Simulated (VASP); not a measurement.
# CaSe (I-4m2) in VASP: a series of runs, part 2 of 2

VASP 6.6.1. The steps go on from the part before.

**3. Single point, r2SCAN (uniaxial z strain -0.5%)**

POSCAR

```
CaSe
1.0
    0.0000000000      3.2795613703      3.2634915196
    3.2795613703      0.0000000000      3.2634915196
    3.2795613703      3.2795613703      0.0000000000
Ca Se
1 1
Direct
    0.0000000000      0.0000000000      0.0000000000
    0.2500000000      0.2500000000      0.2500000000
```

INCAR.step1

```
ALGO = Normal
EDIFF = 1E-4
ENCUT = 520
GGA = PE
ISMEAR = 0
LASPH = T
LCHARG = F
LREAL = F
LWAVE = T
NBANDS = 15
NELM = 80
PREC = Accurate
SIGMA = 0.01
```

INCAR.step2

```
ALGO = Normal
EDIFF = 1E-7
ENCUT = 520
ISIF = 2
ISMEAR = 0
ISTART = 1
LASPH = T
LCHARG = T
LELF = T
LMIXTAU = T
LREAL = F
LVHAR = T
LWAVE = F
METAGGA = R2SCAN
NBANDS = 15
NELM = 80
PREC = Accurate
SIGMA = 0.01
```

KPOINTS

```
k-points
0
Gamma
  6 6 6
```

Potentials or basis: VASP PAW PBE potentials, release 64 (Ca_sv, Se).

On the command line:

```
cat potpaw_PBE.64/Ca_sv/POTCAR potpaw_PBE.64/Se/POTCAR > POTCAR
cp INCAR.step1 INCAR
mpirun -np 1 vasp_std > vasp.out
cp INCAR.step2 INCAR
mpirun -np 1 vasp_std > vasp.out
```

OUTCAR:

```text
EDIFF = 1E-7
   ENCUT = 520
   ISIF = 2
   ISMEAR = 0
   ISTART = 1
   LASPH = T
   LREAL = F
   METAGGA = R2SCAN
   NELM = 80
   PREC = Accurate

 ion  position               nearest neighbor table
   1  0.000  0.000  0.000-   2 2.84   2 2.84   2 2.84   2 2.84
   2  0.250  0.250  0.250-   1 2.84   1 2.84   1 2.84   1 2.84

  LATTYP: Found a body centered tetragonal cell.
 ALAT       =     4.6380001685
 C/A-ratio  =     1.4072839159

  Lattice vectors:

 A1 = (   0.0000000000,  -3.2795613703,  -3.2634915196)
 A2 = (   0.0000000000,   3.2795613703,  -3.2634915196)
[... 610 lines left out ...]
     11       5.8664      0.00000
     12       6.4350      0.00000
     13       6.5528      0.00000
     14       7.8018      0.00000
     15       9.2615      0.00000

 [... further k-points ...]
[... 5 lines left out ...]
  --------------------------------------------------------------------------------------
  -------------------------------------------------------------------------------------
  Total        0.1533741      0.1533741      0.1625628      0.0000000     -0.0000000      0.0000000
  in kB        3.5004081      3.5004081      3.7101193      0.0000000     -0.0000000      0.0000000
  external PRESSURE =       3.5703119 kB  Pullay stress =       0.0000000 kB

 VOLUME and BASIS-vectors are now :
 -----------------------------------------------------------------------------
  energy-cutoff  :      520.00
  volume of cell :       70.20
      direct lattice vectors                 reciprocal lattice vectors
     0.000000000  3.279561370  3.263491520    -0.152459413  0.152459413  0.153210142
     3.279561370  0.000000000  3.263491520     0.152459413 -0.152459413  0.153210142
     3.279561370  3.279561370  0.000000000     0.152459413  0.152459413 -0.153210142

 POSITION                                       TOTAL-FORCE (eV/Angst)
 -----------------------------------------------------------------------------------
      0.00000      0.00000      0.00000        -0.000000     -0.000000      0.000000
      1.63978      1.63978      1.63175         0.000000      0.000000     -0.000000
 -----------------------------------------------------------------------------------
    total drift:                               -0.000000     -0.000000      0.000000

  FREE ENERGIE OF THE ION-ELECTRON SYSTEM (eV)
  ---------------------------------------------------
  free  energy   TOTEN  =       -25.3595129439 eV

  energy  without entropy=      -25.3595129439  energy(sigma->0) =      -25.35951294
```

OUTCAR.step1:

```text
EDIFF = 1E-4
   ENCUT = 520
   GGA = PE
   ISMEAR = 0
   LASPH = T
[... 654 lines left out ...]
 -----------------------------------------------------------------------------------
      0.00000      0.00000      0.00000        -0.000000     -0.000000      0.000000
      1.63978      1.63978      1.63175         0.000000      0.000000     -0.000000
 -----------------------------------------------------------------------------------
    total drift:                                0.000000      0.000000      0.000000

  FREE ENERGIE OF THE ION-ELECTRON SYSTEM (eV)
  ---------------------------------------------------
  free  energy   TOTEN  =        -8.9662799413 eV

  energy  without entropy=       -8.9662799413  energy(sigma->0) =       -8.96627994
```

Run time: 4.6 min. Hardware: 1 thread of Oxide Virtual Turin-like, shared host; peak memory 0.19 GiB.

Results:

```
Free energy            : -25.3595 eV
Pressure               : 0.4 GPa
Band gap on the k mesh : 3.70 eV (least direct gap 3.79 eV)
```

Caveat: the cell differs from its parent crystal (uniaxial z strain -0.5%); the structure was generated, so it needn't be the stable form of CaSe; the PAW data sets were made with another functional, which shifts forces and pressure a little. A k mesh can miss the band edges.

**4. Single point, HSE06 (uniaxial z strain -0.5%)**

POSCAR is that of step 3.

INCAR.step1

```
SYSTEM = CaSe
PREC     = Accurate       ! precision mode
ENCUT    = 520            ! plane-wave cutoff, eV
EDIFF    = 1E-5           ! SCF threshold, eV
ISMEAR   = 0              ! smearing method
SIGMA    = 0.01           ! smearing width, eV
LREAL    = .False.        ! projectors in reciprocal space
LASPH    = .True.         ! aspherical terms in the spheres
NELM     = 60             ! most SCF steps
ALGO     = Normal         ! electronic algorithm
ISIF     = 2              ! what is computed and relaxed
LWAVE    = .True.         ! write WAVECAR
LCHARG   = .False.        ! write CHGCAR
GGA      = PE             ! functional
NBANDS   = 15             ! bands
```

INCAR.step2

```
SYSTEM = CaSe
PREC     = Accurate       ! precision mode
ENCUT    = 520            ! plane-wave cutoff, eV
EDIFF    = 1E-6           ! SCF threshold, eV
ISMEAR   = 0              ! smearing method
SIGMA    = 0.01           ! smearing width, eV
LREAL    = .False.        ! projectors in reciprocal space
LASPH    = .True.         ! aspherical terms in the spheres
NELM     = 60             ! most SCF steps
ALGO     = Normal         ! electronic algorithm
ISIF     = 2              ! what is computed and relaxed
LWAVE    = .False.        ! write WAVECAR
LCHARG   = .False.        ! write CHGCAR
GGA      = PE             ! functional
LHFCALC  = .True.         ! exact exchange
HFSCREEN = 0.2079         ! screening, 1/A
PRECFOCK = Normal       
ISTART   = 1            
NBANDS   = 15             ! bands
```

KPOINTS

```
regular mesh
0
Gamma
  4 4 4
  0 0 0
```

On the command line:

```
cat potpaw_PBE.64/Ca_sv/POTCAR potpaw_PBE.64/Se/POTCAR > POTCAR
cp INCAR.step1 INCAR
mpirun -np 1 vasp_std > vasp.out
cp INCAR.step2 INCAR
mpirun -np 1 vasp_std > vasp.out
```

Wall time 21 min (1 thread of Oxide Virtual Turin-like, shared host); peak memory 0.28 GiB.

The run converged. Its results:

- Free energy: -10.1308 eV
- Pressure: 0.5 GPa
- Band gap on the k mesh: 4.10 eV (least direct gap 4.19 eV)

Levels at points of the mesh, in eV from the valence-band top:
| k point | band 5 | band 6 | band 7 | band 8 | band 9 | band 10 | band 11 | band 12 |
| --- | --- | --- | --- | --- | --- | --- | --- | --- |
| (0.00, 0.00, 0.00) | -11.32 | -0.09 | -0.09 | -0.09 | 4.10 | 6.84 | 6.87 | 8.97 |
| (0.50, 0.00, 0.00) | -11.01 | -1.36 | -0.03 | -0.01 | 6.23 | 6.89 | 6.90 | 6.99 |
| (0.50, 0.50, 0.00) | -10.91 | -1.36 | -0.09 | -0.09 | 4.51 | 6.18 | 7.68 | 7.68 |
| (0.50, 0.00, 0.50) | -10.91 | -1.37 | -0.07 | -0.07 | 4.50 | 6.18 | 7.67 | 7.68 |

Caveat: the cell differs from its parent crystal (uniaxial z strain -0.5%); the structure was generated, so it needn't be the stable form of CaSe; the PAW data sets were made with another functional, which shifts forces and pressure a little. A k mesh can miss the band edges.

**5. The runs side by side**

| level | k mesh | smearing | grid for exact exchange (PRECFOCK) | share of exact exchange | screening parameter | gap on the mesh (eV) | pressure (GPa) |
| --- | --- | --- | --- | --- | --- | --- | --- |
| PBE | 6 × 6 × 6 | fermi-dirac 0.02 eV | - | - | - | 3.22 | 0.7 |
| r2SCAN | 6 × 6 × 6 | gaussian 0.01 eV | - | - | - | 3.70 | 0.4 |
| HSE06 | 4 × 4 × 4 | gaussian 0.01 eV | Normal | 0.25 | 0.2079 1/Å | 4.10 | 0.5 |

Alike in all rows: task single point; potentials or basis VASP PAW PBE potentials, release 64 (Ca_sv, Se); no spin polarisation; cell as given; cutoff (eV) 520.

Caveats: the structure was generated, so it needn't be the stable form of CaSe; the PAW data sets were made with another functional, which shifts forces and pressure a little (at least some runs).

Total energies depend on the potentials used, so only differences within one code and one set of settings carry meaning.
